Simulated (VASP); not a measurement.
GeB4P:

```
Ge B P
1.0
     3.15854    0.00000    0.00000
    -1.57927    2.73538    0.00000
     0.00000    0.00000    6.86433
Ge B P
1 4 1
Direct
  0.00000 0.00000 0.00000
  0.33333 0.66667 0.74444
  0.33333 0.66667 0.25556
  0.66667 0.33333 0.74444
  0.66667 0.33333 0.25556
  0.00000 0.00000 0.50000
```

The cell was generated, and may not be a known phase.

| Property | Result |
| --- | --- |
| Program | VASP 6.6.1 |
| Task | relaxation of cell and atoms |
| Functional | PBE |
| Potentials or basis | VASP PAW PBE potentials, release 64 (Ge_d, B, P) |
| Cutoff | 600 eV |
| k mesh | 12 × 12 × 6 |
| Occupations | gaussian, width 0.1 eV |
| Spin | no spin polarisation |

At the start: pressure -2.5 GPa; volume 9.88 Å³/atom.

**Question.** Where does the relaxation end?

**Answer.** Over 14 steps the energy falls by 95.4 meV/atom and the volume is 10.08 Å³/atom (+2.0 %); space group P6/mmm (No. 191, to 0.1 Å) before and after.

The path:
```tsv
step	energy change (eV)	largest force (eV/Å)	pressure (GPa)	volume (Å³)
1	0.0000	0.2604	-2.48	59.31
2	-0.4073	0.2257	3.50	57.86
3	-0.4379	0.2578	6.69	57.20
4	-0.5142	0.2624	-0.94	60.47
5	-0.5142	0.2630	-0.46	60.31
6	-0.5290	0.2308	-0.41	60.30
7	-0.5606	0.1175	-0.21	60.29
8	-0.5510	0.1850	0.67	60.28
9	-0.5697	0.0122	0.05	60.29
10	-0.5708	0.0167	0.61	60.35
11	-0.5722	0.0136	0.36	60.32
12	-0.5721	0.0126	-0.48	60.73
13	-0.5725	0.0131	-0.05	60.50
14	-0.5725	0.0063	-0.03	60.50
```

Final structure:
```yaml
crystal:
  lattice:
    - [3.02048, 0.00000, 0.00000]
    - [-1.51024, 2.61582, 0.00000]
    - [0.00000, 0.00000, 7.65704]
  atoms:
    - { symbol: Ge, position: [0.00000, 0.00000, 0.00000] }
    - { symbol: B, position: [0.33333, 0.66667, 0.72612] }
    - { symbol: B, position: [0.33333, 0.66667, 0.27388] }
    - { symbol: B, position: [0.66667, 0.33333, 0.72612] }
    - { symbol: B, position: [0.66667, 0.33333, 0.27388] }
    - { symbol: P, position: [0.00000, 0.00000, 0.50000] }
```

Caveat: an odd number of electrons without spin polarisation forces a metal; a magnetic or distorted state may lie lower.
